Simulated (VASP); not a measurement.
Runs of VASP 6.6.1 on TaSi2. The structure is that of space group Pn-3m (No. 224), or close to it. The cells are those of the table. 

```tsv
task	cell	k mesh	cutoff (eV)	gap on the mesh (eV)	pressure (GPa)
single point	a = 5.645 Å, 6 atoms	4 × 4 × 4	520	none	(a)
relaxation of cell and atoms	relaxed from a = 4.518 Å, 6 atoms	4 × 4 × 4	600	none	0.0
single point	a = 5.649 Å, 6 atoms	8 × 8 × 8	520	none	0.0
single point	a = 4.518 Å, 6 atoms	4 × 4 × 4	520	none	115.4
```

Alike in all rows: level PBE; potentials or basis VASP PAW PBE potentials, release 64 (Ta_pv, Si); no spin polarisation; smearing gaussian 0.1 eV.

**Question.** Fill in the values left out.

**Answer.** (a) 0.1.

Caveats: spin-orbit coupling is left out, which moves the levels of the heavy elements; the cell stands under pressure (at least some runs).

A k mesh can miss the band edges, and the runs leave out spin-orbit coupling on Ta.

A gap of «none» marks levels without a gap at the run's occupations.
